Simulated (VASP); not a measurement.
# TaN (Fm-3m) in VASP: further runs, part 2 of 2

VASP 6.6.1. The steps go on from the part before.

### Step 5. Relaxation of cell and atoms, BLYP

This run uses another cell than the first one, of 10.81 Å³/atom.

INCAR

```
PREC     = Accurate       # precision mode
ENCUT    = 700            # plane-wave cutoff, eV
EDIFF    = 1E-7           # SCF threshold, eV
ISMEAR   = -1             # smearing method
SIGMA    = 0.05           # smearing width, eV
LREAL    = F              # projectors in reciprocal space
LASPH    = T              # aspherical terms in the spheres
NELM     = 120            # most SCF steps
ALGO     = Normal         # electronic algorithm
ISIF     = 3              # what is computed and relaxed
LWAVE    = F              # write WAVECAR
LCHARG   = F              # write CHGCAR
GGA      = B5             # functional
ALDAX    = 1.0          
AGGAX    = 1.0          
AGGAC    = 1.0          
ALDAC    = 0.0          
IBRION   = 2              # ionic algorithm
NSW      = 60             # ionic steps
EDIFFG   = -0.01          # ionic threshold
GGA_COMPAT= F            
NELMIN   = 4
```

KPOINTS

```
Automatic mesh
0
Gamma
  10 10 10
```

POSCAR

```
TaN
1.0
    0.0000000000      2.2113230000      2.2113230000
    2.2113230000      0.0000000000      2.2113230000
    2.2113230000      2.2113230000      0.0000000000
Ta N
1 1
Direct
    0.5000000000      0.5000000000      0.5000000000
    0.0000000000      0.0000000000      0.0000000000
```

Potentials or basis: VASP PAW PBE potentials, release 64 (Ta_sv_GW, N).

Started as:

```bash
> cat potpaw_PBE.64/Ta_sv_GW/POTCAR potpaw_PBE.64/N/POTCAR > POTCAR
> mpirun -np 1 vasp_std > vasp.out
```

OUTCAR:

```text
PREC = Accurate
   ENCUT = 700
   EDIFF = 1E-7
   ISMEAR = -1
   LREAL = F
   LASPH = T
   NELM = 120
   ISIF = 3
   GGA = B5
   IBRION = 2
   NSW = 60
   EDIFFG = -0.01
   NELMIN = 4

 ion  position               nearest neighbor table
   1  0.500  0.500  0.500-   2 2.21   2 2.21   2 2.21   2 2.21   2 2.21   2 2.21
   2  0.000  0.000  0.000-   1 2.21   1 2.21   1 2.21   1 2.21   1 2.21   1 2.21

  LATTYP: Found a face centered cubic cell.
 ALAT       =     4.4226460000

  Lattice vectors:

 A1 = (   0.0000000000,   2.2113230000,   2.2113230000)
 A2 = (   2.2113230000,   0.0000000000,   2.2113230000)
 A3 = (   2.2113230000,   2.2113230000,   0.0000000000)

Analysis of symmetry for initial positions (statically):
=====================================================================
 Subroutine PRICEL returns:
 Original cell was already a primitive cell.
[... 302 lines left out ...]
      6       9.8611      2.00000
      7       9.8611      2.00000
      8       9.8611      2.00000
      9      11.5800      2.00000
     10      11.5800      2.00000
     11      11.5800      2.00000
     12      13.5890      0.69179
     13      13.5890      0.69179
[... 354 lines left out ...]
  band No.  band energies     occupation
      1     -55.7994      2.00000
      2     -22.7691      2.00000
      3     -22.4704      2.00000
      4     -22.4494      2.00000
      5      -3.3576      2.00000
      6       5.9834      2.00000
      7       7.9870      2.00000
      8       8.5572      2.00000
      9       9.9493      2.00000
     10      15.5092      0.00000
     11      16.1259      0.00000
     12      16.2045      0.00000
     13      17.0887      0.00000

 [... further k-points ...]

------------------------ aborting loop because EDIFF is reached ----------------------------------------

  FORCE on cell =-STRESS in cart. coord.  units (eV):
  Direction    XX          YY          ZZ          XY          YZ          ZX
  --------------------------------------------------------------------------------------
  -------------------------------------------------------------------------------------
  Total        0.0003498      0.0003498      0.0003498      0.0000000     -0.0000000      0.0000000
  in kB        0.0250541      0.0250541      0.0250541      0.0000000     -0.0000000      0.0000000
  external PRESSURE =       0.0250541 kB  Pullay stress =       0.0000000 kB
[... 17 lines left out ...]
  FREE ENERGIE OF THE ION-ELECTRON SYSTEM (eV)
  ---------------------------------------------------
  free  energy   TOTEN  =       -22.3819482789 eV

  energy  without entropy=      -22.3750073926  energy(sigma->0) =      -22.37847784

 reached required accuracy - stopping structural energy minimisation
```

CONTCAR:

```text
TaN
   1.00000000000000
     0.0000000000000000    2.2362837573180525    2.2362837573180525
     2.2362837573180525   -0.0000000000000000    2.2362837573180525
     2.2362837573180525    2.2362837573180525    0.0000000000000000
  Ta              N
     1     1
Direct
     0.5000000000000000    0.5000000000000000    0.5000000000000000
     0.0000000000000000    0.0000000000000000    0.0000000000000000

  0.00000000E+00  0.00000000E+00  0.00000000E+00
  0.00000000E+00  0.00000000E+00  0.00000000E+00
```

Wall time 2.4 min (1 thread of Intel Xeon 6975P-C (Granite Rapids), shared host); peak memory 0.18 GiB.

Results:

- Free energy: -22.3819 eV
- Relaxed volume: 11.18 Å³/atom
- Relaxed cell: a = 3.163 Å, b = 3.163 Å, c = 3.163 Å, α = 60.00°, β = 60.00°, γ = 60.00°
- Space group after relaxing (to 0.1 Å): Fm-3m (No. 225)
- Energy gained by relaxing: 12.3 meV/atom
- Ionic steps: 4
- Pressure after relaxing: 0.0 GPa
- Band gap on the k mesh: zero (bands 9 and 10 overlap by 3.61 eV)

The path:
```
step  energy change (eV)  largest force (eV/Å)  pressure (GPa)  volume (Å³)
   1              0.0000                0.0000           10.97        21.63
   2              0.0769                0.0000          -18.38        24.03
   3             -0.0246                0.0000           -0.29        22.39
   4             -0.0246                0.0000            0.00        22.37
```

Final structure:
```
Ta N
1.0
     0.00000    2.23628    2.23628
     2.23628    0.00000    2.23628
     2.23628    2.23628    0.00000
Ta N
1 1
Direct
  0.50000 0.50000 0.50000
  0.00000 0.00000 0.00000
```

Levels at points of the mesh, in eV from the Fermi level:
| k point | band 5 | band 6 | band 7 | band 8 | band 9 | band 10 | band 11 | band 12 | band 13 |
| --- | --- | --- | --- | --- | --- | --- | --- | --- | --- |
| (0.00, 0.00, 0.00) | -18.32 | -3.70 | -3.70 | -3.70 | -1.98 | -1.98 | -1.98 | 0.03 | 0.03 |
| (0.50, 0.00, 0.00) | -15.65 | -9.81 | -7.21 | -7.21 | 1.64 | 1.64 | 1.76 | 4.06 | 6.88 |
| (0.50, 0.50, 0.00) | -17.17 | -6.36 | -5.01 | -4.48 | -4.48 | 1.89 | 3.11 | 3.11 | 3.98 |

Caveat: the highest band is partly filled, so the run has too few bands; the PAW data sets were made with another functional, which shifts forces and pressure a little; spin-orbit coupling is left out, which moves the levels of the heavy elements.

### Step 6. The runs side by side

| task | level | spin | U | cell | k mesh | gap on the mesh (eV) | pressure (GPa) |
| --- | --- | --- | --- | --- | --- | --- | --- |
| single point | PBEsol | off | - | a = 3.080 Å, angles 60.0°, 2 atoms | 10 × 10 × 10 | none | 5.0 |
| single point | PBEsol | non-collinear, zero start, SOC | - | a = 3.127 Å, angles 60.0°, 2 atoms | 7 × 7 × 7 | - | -10.5 |
| single point | PBEsol+U | off | Ta d U = 8.0 eV | a = 3.127 Å, angles 60.0°, 2 atoms | 10 × 10 × 10 | none | 14.5 |
| relaxation of cell and atoms | BLYP | off | - | relaxed from a = 3.127 Å, angles 60.0°, 2 atoms | 10 × 10 × 10 | none | 0.0 |

Alike in all rows: potentials or basis VASP PAW PBE potentials, release 64 (Ta_sv_GW, N); cutoff (eV) 700; smearing fermi-dirac 0.05 eV.

Caveats: the PAW data sets were made with another functional, which shifts forces and pressure a little; spin-orbit coupling is left out, which moves the levels of the heavy elements (at least some runs); the cell stands under pressure (at least some runs); the cell stands under tension (at least some runs); U without spin polarisation on a metal has little footing (at least some runs); the highest band is partly filled, so the run has too few bands (at least some runs).

Absolute energies hang on the potentials; compare differences alone.
